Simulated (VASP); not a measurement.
Input of a VASP 6.6.1 run:

File INCAR:

```
SYSTEM = Cu
PREC = Accurate
ENCUT = 520
EDIFF = 1E-7
ISMEAR = -1
SIGMA = 0.13605693000000002
LREAL = .FALSE.
LASPH = .TRUE.
NELM = 100
ALGO = Normal
ISIF = 2
LWAVE = .FALSE.
LCHARG = .TRUE.
GGA = PE
LELF = .TRUE.
LVHAR = .TRUE.
NBANDS = 12
```

File KPOINTS:

```
regular mesh
0
G
  16 16 16
  0 0 0
```

POSCAR

```
Cu
1.0
   -1.4430103562      1.4430103562      1.4430103562
    1.4430103562     -1.4430103562      1.4430103562
    1.4430103562      1.4430103562     -1.4430103562
Cu
1
Direct
    0.0000000000      0.0000000000      0.0000000000
```

Potentials or basis: VASP PAW PBE potentials, release 64 (Cu).

The run is started by

```console
$ cat potpaw_PBE.64/Cu/POTCAR > POTCAR
$ mpirun -np 1 vasp_std > vasp.out
```

**Question.** What does it give for the pressure?

**Answer.** 0.5 GPa.
